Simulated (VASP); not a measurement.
Set up this calculation in VASP 6.6.1, as the native input.

```
Task                   : single point
Functional             : PBE
Potentials or basis    : VASP PAW PBE potentials, release 64 (Lu)
Cutoff                 : 520 eV
k mesh                 : 17 × 17 × 15
Occupations            : fermi-dirac, width 0.05 eV
Spin                   : no spin polarisation
Dipole correction      : no
Further INCAR settings : ALGO = Normal; EDIFF = 1e-07; NBANDS = 18
```

The structure of Lu lies in POSCAR:

```
Lu
1.0
    2.6060602237      0.0000000000      0.0000000000
   -1.3030301119      2.2569143575      0.0000000000
    0.0000000000      0.0000000000      2.4921137480
Lu
1
Direct
    0.0000000000      0.0000000000      0.0000000000
```

This isn't the form of Lu at room conditions, which is hcp.

One way to write it, as run:

INCAR

```
ALGO = Normal
EDIFF = 1E-7
ENCUT = 520
GGA = PE
ISIF = 2
ISMEAR = -1
LASPH = True
LCHARG = False
LREAL = False
LWAVE = False
NBANDS = 18
NELM = 60
PREC = Accurate
SIGMA = 0.05
```

KPOINTS

```
k-points
0
Gamma
  17 17 15
```

Potentials or basis: VASP PAW PBE potentials, release 64 (Lu).

Launch:

```sh
$ cat potpaw_PBE.64/Lu/POTCAR > POTCAR
$ mpirun -np 1 vasp_std > vasp.out
```

It gave:

- Pressure: 102.6 GPa
- Band gap on the k mesh: zero (an odd number of electrons rules out a gap without spin polarisation)

Caveat: the cell stands under pressure; spin-orbit coupling is left out, which moves the levels of the heavy elements.

Run time: 44 s on 1 thread of AMD EPYC 9R45 96-Core Processor (Zen 5) (shared host), peak memory 0.16 GiB.
